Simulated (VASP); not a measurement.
# Mg3ZnC (Pm-3m) in VASP: a series of runs

The runs below take Mg3ZnC through single point, relaxation of cell and atoms, with PBE.

Program: VASP 6.6.1. These are calculated values, not measurements. Logs are shortened: lines on timing, memory, paths and dates and some standing lists are left out, and cuts for length are marked.

## (1) The cell of the first run

Symmetry: Pm-3m, No. 221, cubic system. Conventional cell: a = 4.102 Å, b = 4.102 Å, c = 4.102 Å, α = 90.00°, β = 90.00°, γ = 90.00°. Mg (site symmetry 4/mmm) has 2 C at 2.05 Å within 2.7 Å. Zn (site symmetry m-3m) has 12 Mg at 2.90 Å and 8 C at 3.55 Å within 3.8 Å. C (site symmetry m-3m) has 6 Mg at 2.05 Å within 2.7 Å.

## (2) Single point, PBE

The input, INCAR:

```
  ALGO = Normal
  EDIFF = 1E-6
  ENCUT = 520
  GGA = PE
  ISIF = 2
  ISMEAR = -1
  LASPH = T
  LCHARG = T
  LELF = T
  LREAL = F
  LVHAR = T
  LWAVE = F
  NBANDS = 19
  NELM = 80
  PREC = Accurate
  SIGMA = 0.1
```

The input, KPOINTS:

```
k-points
0
Gamma
  5 5 5
```

The input, POSCAR:

```
Mg3ZnC
1.0
    4.1019874514      0.0000000000      0.0000000000
    0.0000000000      4.1019874514      0.0000000000
    0.0000000000      0.0000000000      4.1019874514
Mg Zn C
3 1 1
Direct
    0.0000000000      0.5000000000      0.5000000000
    0.5000000000      0.5000000000      0.0000000000
    0.5000000000      0.0000000000      0.5000000000
    0.0000000000      0.0000000000      0.0000000000
    0.5000000000      0.5000000000      0.5000000000
```

Potentials or basis: VASP PAW PBE potentials, release 64 (Mg, Zn, C).

On the command line:

```console
$ cat potpaw_PBE.64/Mg/POTCAR potpaw_PBE.64/Zn/POTCAR potpaw_PBE.64/C/POTCAR > POTCAR
$ mpirun -np 1 vasp_std > vasp.out
```

OUTCAR:

```text
EDIFF = 1E-6
   ENCUT = 520
   GGA = PE
   ISIF = 2
   ISMEAR = -1
   LASPH = T
   LREAL = F
   NELM = 80
   PREC = Accurate

 ion  position               nearest neighbor table
   1  0.000  0.500  0.500-   5 2.05   5 2.05   4 2.90   2 2.90   2 2.90   4 2.90   3 2.90   4 2.90
                             4 2.90   2 2.90   3 2.90   3 2.90   2 2.90   3 2.90
   2  0.500  0.500  0.000-   5 2.05   5 2.05   4 2.90   1 2.90   1 2.90   3 2.90   3 2.90   3 2.90
                             4 2.90   3 2.90   1 2.90   4 2.90   1 2.90   4 2.90
   3  0.500  0.000  0.500-   5 2.05   5 2.05   4 2.90   1 2.90   2 2.90   4 2.90   1 2.90   2 2.90
                             2 2.90   2 2.90   1 2.90   4 2.90   4 2.90   1 2.90
   4  0.000  0.000  0.000-   1 2.90   2 2.90   3 2.90   1 2.90   3 2.90   1 2.90   2 2.90   1 2.90
                             2 2.90   3 2.90   3 2.90   2 2.90
   5  0.500  0.500  0.500-   1 2.05   2 2.05   3 2.05   2 2.05   3 2.05   1 2.05

  LATTYP: Found a simple cubic cell.
 ALAT       =     4.1019874514

  Lattice vectors:

 A1 = (   4.1019874514,   0.0000000000,   0.0000000000)
 A2 = (   0.0000000000,   4.1019874514,   0.0000000000)
 A3 = (   0.0000000000,   0.0000000000,   4.1019874514)

Analysis of symmetry for initial positions (statically):
=====================================================================
 Subroutine PRICEL returns:
 Original cell was already a primitive cell.

 Routine SETGRP: Setting up the symmetry group for a
 simple cubic supercell.

 Subroutine GETGRP returns: Found 48 space group operations
 (whereof 48 operations were pure point group operations)
 out of a pool of 48 trial point group operations.

The static configuration has the point symmetry O_h .

Analysis of symmetry for dynamics (positions and initial velocities):
=====================================================================
 Subroutine PRICEL returns:
 Original cell was already a primitive cell.

 Routine SETGRP: Setting up the symmetry group for a
 simple cubic supercell.

 Subroutine GETGRP returns: Found 48 space group operations
 (whereof 48 operations were pure point group operations)
 out of a pool of 48 trial point group operations.

The dynamic configuration has the point symmetry O_h .

 Subroutine INISYM returns: Found 48 space group operations
 (whereof 48 operations are pure point group operations),
 and found     1 'primitive' translations

----------------------------------------------------------------------------------------

                                     Primitive cell

  volume of cell :      69.0213

  direct lattice vectors                    reciprocal lattice vectors
     4.101987451  0.000000000  0.000000000     0.243784266  0.000000000  0.000000000
     0.000000000  4.101987451  0.000000000     0.000000000  0.243784266  0.000000000
     0.000000000  0.000000000  4.101987451     0.000000000  0.000000000  0.243784266

  length of vectors
     4.101987451  4.101987451  4.101987451     0.243784266  0.243784266  0.243784266

  position of ions in fractional coordinates (direct lattice)
     0.000000000  0.500000000  0.500000000
     0.500000000  0.500000000  0.000000000
     0.500000000  0.000000000  0.500000000
     0.000000000  0.000000000  0.000000000
     0.500000000  0.500000000  0.500000000

  ion indices of the primitive-cell ions
   primitive index   ion index
                 1           1
                 2           2
                 3           3
                 4           4
                 5           5

----------------------------------------------------------------------------------------

 KPOINTS: k-points

Automatic generation of k-mesh.
 Grid dimensions read from file:
 generate k-points for:    5    5    5

 Generating k-lattice:

  Cartesian coordinates                     Fractional coordinates (reciprocal lattice)
     0.048756853  0.000000000  0.000000000     0.200000000  0.000000000  0.000000000
     0.000000000  0.048756853  0.000000000     0.000000000  0.200000000  0.000000000
     0.000000000  0.000000000  0.048756853     0.000000000  0.000000000  0.200000000

  Length of vectors
     0.048756853  0.048756853  0.048756853

  Shift w.r.t. Gamma in fractional coordinates (k-lattice)
     0.000000000  0.000000000  0.000000000

 Subroutine IBZKPT returns following result:
 ===========================================

 Found     10 irreducible k-points:

 Following reciprocal coordinates:
            Coordinates               Weight
  0.000000  0.000000  0.000000      1.000000
  0.200000  0.000000  0.000000      6.000000
  0.400000  0.000000  0.000000      6.000000
  0.200000  0.200000  0.000000     12.000000
  0.400000  0.200000  0.000000     24.000000
  0.400000  0.400000  0.000000     12.000000
  0.200000  0.200000  0.200000      8.000000
  0.400000  0.200000  0.200000     24.000000
  0.400000  0.400000  0.200000     24.000000
  0.400000  0.400000  0.400000      8.000000
   k-points           NKPTS =     10   k-points in BZ     NKDIM =     10   number of bands    NBANDS=     19
   number of dos      NEDOS =    301   number of ions     NIONS =      5
   total plane-waves  NPLWV =  32768
   dimension x,y,z NGX =    32 NGY =   32 NGZ =   32
   dimension x,y,z NGXF=    64 NGYF=   64 NGZF=   64
   ions per type =               3   1   1
   NGX,Y,Z   is equivalent  to a cutoff of  12.97, 12.97, 12.97 a.u.
   NGXF,Y,Z  is equivalent  to a cutoff of  25.94, 25.94, 25.94 a.u.
 SYSTEM =  unknown system
   PREC   = accura    normal or accurate (medium, high low for compatibility)
   ISTART =      0    job   : 0-new  1-cont  2-samecut
   ICHARG =      2    charge: 1-file 2-atom 10-const
   ISPIN  =      1    spin polarized calculation?
   LNONCOLLINEAR =      F non collinear calculations
   LSORBIT =      F    spin-orbit coupling
   LASPH  =      T    aspherical Exc in radial PAW
   ENCUT  =  520.0 eV  38.22 Ry    6.18 a.u.   7.63  7.63  7.63*2*pi/ulx,y,z
   NELM   =     80;   NELMIN=  2; NELMDL= -5     # of ELM steps
   EDIFF  = 0.1E-05   stopping-criterion for ELM
   LREAL  =      F    real-space projection
   EDIFFG = 0.1E-04   stopping-criterion for IOM
   NSW    =      0    number of steps for IOM
   IBRION =     -1    ionic relax: 0-MD 1-quasi-New 2-CG
   NFREE  =      0    steps in history (QN), initial steepest desc. (CG)
   ISIF   =      2    stress and relaxation
   ISYM   =      2    0-nonsym 1-usesym 2-fastsym
   POTIM  = 0.5000    time-step for ionic-motion
   TEBEG  =    0.0;   TEEND  =   0.0 temperature during run
   PSTRESS=    0.0 pullay stress
   NELECT =      22.0000    total number of electrons
   NUPDOWN=      -1.0000    fix difference up-down
   EMIN   =  10.00;   EMAX   =-10.00  energy-range for DOS
   EFERMI =   0.00;   METHOD = LEGACY
   ISMEAR =    -1;   SIGMA  =   0.10  broadening in eV -4-tet -1-fermi 0-gaus
   EFERMI_NEDOS =   21; number of points for ismear=-14 and -15
   IALGO  =     38    algorithm
   IMIX   =      4    mixing-type and parameters
     AMIX     =   0.40;   BMIX     =  1.00
     AMIX_MAG =   1.60;   BMIX_MAG =  1.00
  volume/ion in A,a.u.               =      13.80        93.16
  Fermi-wavevector in a.u.,A,eV,Ry     =   1.118291  2.113263 17.015095  1.250574
  Thomas-Fermi vector in A             =   2.254921
   LORBIT       =      0    0 simple, 1 ext, 2 COOP (PROOUT), +10 PAW based schemes
   GGA     = PE    functional components
   LHFCALC =     F    Hartree Fock is set to
   AEXX    =    0.0000 exact exchange contribution
   IVDW    =     0    specifies the selected vdW correction
   LEPSILON=     F    determine dielectric tensor
   LRPA    =     F    only Hartree local field effects (RPA)
 non-spin polarized calculation
  energy-cutoff  :      520.00
  volume of cell :       69.02
 maximum number of plane-waves:      1876
 NGX is ok and might be reduce to    32
   NGX = 15   NGY = 15   NGZ = 15

 number of electron      21.9999979 magnetization

 Free energy of the ion-electron system (eV)
  ---------------------------------------------------
  ext. energy  EPLUGINS =         0.00000000
  ---------------------------------------------------
  free energy    TOTEN  =       -13.16705100 eV

  energy without entropy =      -13.09217712  energy(sigma->0) =      -13.12961406

 E-fermi :   4.2197     XC(G=0): -10.3173

 val. band max:        4.1730130502   @ k =   0.4000   0.2000   0.2000
 cond. band min:       4.2655033099   @ k =   0.4000   0.4000   0.2000
 fundamental gap:      0.0924902597
 Fermi energy:         4.2196526300

 k-point     1 :       0.0000    0.0000    0.0000
  band No.  band energies     occupation
      1      -7.2835      2.00000
      2      -3.2008      2.00000
      3      -3.2008      2.00000
      4      -3.1045      2.00000
      5      -3.1045      2.00000
      6      -3.1045      2.00000
[... 11 lines left out ...]
     18      11.7048      0.00000
     19      12.1018      0.00000

 k-point     2 :       0.2000    0.0000    0.0000
  band No.  band energies     occupation
      1      -7.0921      2.00000
      2      -3.1954      2.00000
      3      -3.1855      2.00000
      4      -3.1213      2.00000
      5      -3.1213      2.00000
      6      -3.1026      2.00000
[... 11 lines left out ...]
     18      11.9805      0.00000
     19      11.9985      0.00000

 k-point     3 :       0.4000    0.0000    0.0000
  band No.  band energies     occupation
      1      -6.7108      2.00000
      2      -3.2535      2.00000
      3      -3.1867      2.00000
      4      -3.1478      2.00000
      5      -3.1478      2.00000
      6      -3.0996      2.00000
[... 11 lines left out ...]
     18      11.6372      0.00000
     19      12.6601      0.00000

 k-point     4 :       0.2000    0.2000    0.0000
  band No.  band energies     occupation
      1      -6.9151      2.00000
      2      -3.1912      2.00000
      3      -3.1595      2.00000
      4      -3.1339      2.00000
      5      -3.1212      2.00000
      6      -3.1143      2.00000
[... 99 lines left out ...]
     18      12.4923      0.00000
     19      13.4460      0.00000

 k-point     9 :       0.4000    0.4000    0.2000
  band No.  band energies     occupation
      1      -6.1886      2.00000
      2      -3.1869      2.00000
      3      -3.1714      2.00000
      4      -3.1252      2.00000
      5      -3.1231      2.00000
      6      -3.0615      2.00000
[... 11 lines left out ...]
     18      13.8765      0.00000
     19      14.0384      0.00000

 k-point    10 :       0.4000    0.4000    0.4000
  band No.  band energies     occupation
      1      -5.9602      2.00000
      2      -3.2271      2.00000
      3      -3.2271      2.00000
      4      -3.1849      2.00000
      5      -3.0593      2.00000
      6      -3.0593      2.00000
[... 11 lines left out ...]
     18      15.5844      0.00000
     19      15.5844      0.00000

------------------------ aborting loop because EDIFF is reached ----------------------------------------

  FORCE on cell =-STRESS in cart. coord.  units (eV):
  Direction    XX          YY          ZZ          XY          YZ          ZX
  --------------------------------------------------------------------------------------
  -------------------------------------------------------------------------------------
  Total        8.6962488      8.6962488      8.6962488     -0.0000000     -0.0000000     -0.0000000
  in kB      201.8643169    201.8643169    201.8643169     -0.0000000     -0.0000000     -0.0000000
  external PRESSURE =     201.8643169 kB  Pullay stress =       0.0000000 kB

 VOLUME and BASIS-vectors are now :
 -----------------------------------------------------------------------------
  energy-cutoff  :      520.00
  volume of cell :       69.02
      direct lattice vectors                 reciprocal lattice vectors
     4.101987451  0.000000000  0.000000000     0.243784266  0.000000000  0.000000000
     0.000000000  4.101987451  0.000000000     0.000000000  0.243784266  0.000000000
     0.000000000  0.000000000  4.101987451     0.000000000  0.000000000  0.243784266

 POSITION                                       TOTAL-FORCE (eV/Angst)
 -----------------------------------------------------------------------------------
      0.00000      2.05099      2.05099         0.000000      0.000000      0.000000
      2.05099      2.05099      0.00000         0.000000      0.000000      0.000000
      2.05099      0.00000      2.05099         0.000000      0.000000      0.000000
      0.00000      0.00000      0.00000         0.000000      0.000000      0.000000
      2.05099      2.05099      2.05099         0.000000      0.000000      0.000000
 -----------------------------------------------------------------------------------
    total drift:                               -0.000000      0.000000      0.000000

  FREE ENERGIE OF THE ION-ELECTRON SYSTEM (eV)
  ---------------------------------------------------
  free  energy   TOTEN  =       -13.1670510044 eV

  energy  without entropy=      -13.0921771226  energy(sigma->0) =      -13.12961406
```

It took 8.7 s on 1 thread of Intel Xeon 6975P-C (Granite Rapids), shared host; peak memory 0.18 GiB.

What came out:

| Item | Value |
| --- | --- |
| Free energy | -13.1671 eV |
| Pressure | 20.2 GPa |
| Band gap on the k mesh | zero (band 11 reaches 6.38 eV, above the bottom of band 12 at 2.68 eV) |

[end of part 1 of 3]
